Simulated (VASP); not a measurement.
Here is a VASP 6.6.1 calculation.

File INCAR:

```
ALGO = Normal ; EDIFF = 1E-6
ENCUT = 520 ; GGA = PE
ISIF = 2 ; ISMEAR = 0
ISPIN = 2 ; LASPH = True
LCHARG = False ; LDAU = True
LDAUJ = 0 0 ; LDAUL = 2 -1
LDAUPRINT = 1 ; LDAUTYPE = 2
LDAUU = 3.9 0 ; LMAXMIX = 4
LORBIT = 11 ; LREAL = False
LWAVE = False ; MAGMOM = 3.13 -0.15 -0.15
NBANDS = 24 ; NELM = 150
PREC = Accurate ; SIGMA = 0.05
```

Contents of KPOINTS:

```
k-points
0
Gamma
  10 10 6
```

Contents of POSCAR:

```
MnO2
1.0
    2.9094595885      0.0000000000      0.0000000000
   -1.4547297943      2.5196659149      0.0000000000
    0.0000000000      0.0000000000      4.5971580855
Mn O
1 2
Direct
    0.0000000000      0.0000000000      0.0000000000
    0.3333333333      0.6666666667      0.2071198713
    0.6666666667      0.3333333333      0.7928801287
```

Potentials or basis: VASP PAW PBE potentials, release 64 (Mn_pv, O).

Command:

```sh
$ cat potpaw_PBE.64/Mn_pv/POTCAR potpaw_PBE.64/O/POTCAR > POTCAR
$ mpirun -np 1 vasp_std > vasp.out
```

Task: Predict the band gap on the k mesh.

Result: 1.57 eV (least direct gap 1.77 eV).

Task: What does it give for the site moments?

Result: Mn +3.22; O -0.12 μB.

Task: Predict the net moment.

Result: 3.00 μB per cell.

Stress tensor (GPa, compression positive):
```
2.50 0.00 0.00
0.00 2.50 0.00
0.00 0.00 2.92
```

Caveat: a cell with one magnetic atom can't hold antiferromagnetic order, which such compounds often take. The state reached can hang on the start; a lower one may exist.
